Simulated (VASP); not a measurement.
# SrTiO3 (C2/m) in VASP: further runs, part 2 of 2

VASP 6.6.1. The steps go on from the part before.

### 4 Single point, PBE

This run uses another cell than the first one, of 13.30 Å³/atom.

INCAR

```
ALGO = Normal ; EDIFF = 1E-6
ENCUT = 520 ; GGA = PE
ISIF = 2 ; ISMEAR = 0
LASPH = T ; LCHARG = T
LELF = T ; LREAL = F
LVHAR = T ; LWAVE = F
NBANDS = 51 ; NELM = 100
PREC = Accurate ; SIGMA = 0.05
```

KPOINTS

```
k-points
0
Gamma
  8 8 8
```

POSCAR

```
SrTiO3
1.0
   -2.9506746068      2.8452969850      4.0651292310
    2.8452969850     -2.9506746068      4.0651292310
    2.8765132795      2.8765132795     -4.1392905582
Sr Ti O
2 2 6
Direct
    0.7500000000      0.2500000000      0.5000000000
    0.2500000000      0.7500000000      0.5000000000
    0.0000000000      0.0000000000      0.0000000000
    0.5000000000      0.5000000000      0.0000000000
    0.2500000000      0.2500000000      0.0000000000
    0.7500000000      0.7500000000      0.0000000000
    0.7280787197      0.2280787197      0.9561574394
    0.2280787197      0.2719212803      0.5000000000
    0.2719212803      0.7719212803      0.0438425606
    0.7719212803      0.7280787197      0.5000000000
```

Potentials or basis: VASP PAW PBE potentials, release 64 (Sr_sv, Ti_sv, O).

Run with:

```sh
$ cat potpaw_PBE.64/Sr_sv/POTCAR potpaw_PBE.64/Ti_sv/POTCAR potpaw_PBE.64/O/POTCAR > POTCAR
$ mpirun -np 1 vasp_std > vasp.out
```

OUTCAR:

```text
EDIFF = 1E-6
   ENCUT = 520
   GGA = PE
   ISIF = 2
   ISMEAR = 0
   LASPH = T
   LREAL = F
   NELM = 100
   PREC = Accurate

 ion  position               nearest neighbor table
   1  0.750  0.250  0.500-   9 2.68   8 2.76  10 2.76   7 2.78   5 2.86   6 2.86   6 2.86   5 2.86
                             9 2.92   8 3.02  10 3.02   7 3.03   4 3.47   3 3.47   3 3.47   4 3.47
   2  0.250  0.750  0.500-   7 2.68   8 2.76  10 2.76   9 2.78   5 2.86   6 2.86   5 2.86   6 2.86
                             7 2.92   8 3.02  10 3.02   9 3.03   3 3.47   4 3.47   4 3.47   3 3.47
   3  0.000  0.000  0.000-   8 2.01  10 2.01   5 2.03   6 2.03   9 2.06   7 2.06   1 3.47   2 3.47
                             1 3.47   2 3.47   2 3.55   2 3.55   1 3.55   1 3.55
   4  0.500  0.500  0.000-  10 2.01   8 2.01   5 2.03   6 2.03   7 2.06   9 2.06   2 3.47   1 3.47
                             2 3.47   1 3.47   2 3.55   2 3.55   1 3.55   1 3.55
   5  0.250  0.250  0.000-   3 2.03   4 2.03   1 2.86   2 2.86   2 2.86   1 2.86
   6  0.750  0.750  0.000-   3 2.03   4 2.03   1 2.86   2 2.86   1 2.86   2 2.86
   7  0.728  0.228  0.956-   3 2.06   4 2.06   2 2.68   1 2.78   2 2.92   1 3.03
   8  0.228  0.272  0.500-   4 2.01   3 2.01   1 2.76   2 2.76   1 3.02   2 3.02
   9  0.272  0.772  0.044-   3 2.06   4 2.06   1 2.68   2 2.78   1 2.92   2 3.03
[... 1515 lines left out ...]

  FORCE on cell =-STRESS in cart. coord.  units (eV):
  Direction    XX          YY          ZZ          XY          YZ          ZX
  --------------------------------------------------------------------------------------
  -------------------------------------------------------------------------------------
  Total       -9.6674561     -9.6674561     -9.9357454      1.5606008      2.1020495      2.1020497
  in kB     -116.4400414   -116.4400414   -119.6714615     18.7967150     25.3182153     25.3182169
  external PRESSURE =    -117.5171814 kB  Pullay stress =       0.0000000 kB

 VOLUME and BASIS-vectors are now :
 -----------------------------------------------------------------------------
  energy-cutoff  :      520.00
  volume of cell :      133.02
      direct lattice vectors                 reciprocal lattice vectors
    -2.950674607  2.845296985  4.065129231     0.003911420  0.176445047  0.125334950
     2.845296985 -2.950674607  4.065129231     0.176445047  0.003911420  0.125334950
     2.876513280  2.876513280 -4.139290558     0.177125123  0.177125123  0.004591496

 POSITION                                       TOTAL-FORCE (eV/Angst)
 -----------------------------------------------------------------------------------
     -0.06343      2.83456      1.99548         0.031878      0.031878      0.025048
      2.83456     -0.06343      1.99548        -0.031878     -0.031878     -0.025048
      0.00000      0.00000      0.00000        -0.000000     -0.000000      0.000000
     -0.05269     -0.05269      4.06513        -0.000000     -0.000000      0.000000
     -0.02634     -0.02634      2.03256         0.000464     -0.000464      0.000000
     -0.07903     -0.07903      6.09769        -0.000464      0.000464      0.000000
      1.25103      4.14901     -0.07091         0.034701      0.034701      0.021673
      1.53897      1.28486     -0.03708        -0.035722      0.035722      0.000000
      1.52011     -1.37788      4.06188        -0.034701     -0.034701     -0.021673
      1.23217      1.48628      4.02805         0.035722     -0.035722      0.000000
 -----------------------------------------------------------------------------------
    total drift:                                0.000000      0.000000      0.000000

  FREE ENERGIE OF THE ION-ELECTRON SYSTEM (eV)
  ---------------------------------------------------
  free  energy   TOTEN  =       -79.7194056742 eV

  energy  without entropy=      -79.7194056742  energy(sigma->0) =      -79.71940567
```

stdout:

```text
POSCAR found type information on POSCAR SrTiO
 POSCAR found :  3 types and      10 ions
 scaLAPACK will be used
 LDA part: xc-table for (Slater+PW92), standard interpolation
 POSCAR, INCAR and KPOINTS ok, starting setup
 FFT: planning ... GRIDC
 FFT: planning ... GRID_SOFT
 FFT: planning ... GRID
 WAVECAR not read
 entering main loop
```

It took 47 min on 1 thread of Oxide Virtual Turin-like, shared host; peak memory 0.88 GiB.

Results:

```yaml
Free_energy: -79.7194 eV
Pressure: -11.8 GPa
Largest_force: 0.054 eV/Å
Band_gap_on_the_k_mesh: 1.62 eV
```

Forces on the atoms (eV/Å):
```
Sr   0.032  0.032  0.025
Sr  -0.032 -0.032 -0.025
Ti   0.000  0.000  0.000
Ti   0.000  0.000  0.000
O    0.000  0.000  0.000
O    0.000  0.000  0.000
O    0.035  0.035  0.022
O   -0.036  0.036  0.000
O   -0.035 -0.035 -0.022
O    0.036 -0.036  0.000
```

Stress tensor (GPa, compression positive):
```
-11.64   1.88   2.53
  1.88 -11.64   2.53
  2.53   2.53 -11.97
```

Caveat: the cell stands under tension. A k mesh can miss the band edges.

### 5 Summary

```csv
cell,gap on the mesh (eV),pressure (GPa),largest force (eV/Å)
"a = 5.606, b = 5.606, c = 5.637 Å, angles 120.8, 120.8, 90.5°, 10 atoms",1.78,0.9,0.08
"a = 5.717, b = 5.717, c = 5.748 Å, angles 120.8, 120.8, 90.5°, 10 atoms",1.67,-8.1,0.06
"a = 5.773, b = 5.773, c = 5.804 Å, angles 120.7, 120.7, 90.5°, 10 atoms",1.62,-11.8,0.05
```

Alike in all rows: task single point; level PBE; potentials or basis VASP PAW PBE potentials, release 64 (Sr_sv, Ti_sv, O); no spin polarisation; k mesh 8 × 8 × 8; cutoff (eV) 520; smearing gaussian 0.05 eV.

Caveats: the cell stands under tension (at least some runs).

Total energies depend on the potentials used, so only differences within one code and one set of settings carry meaning.
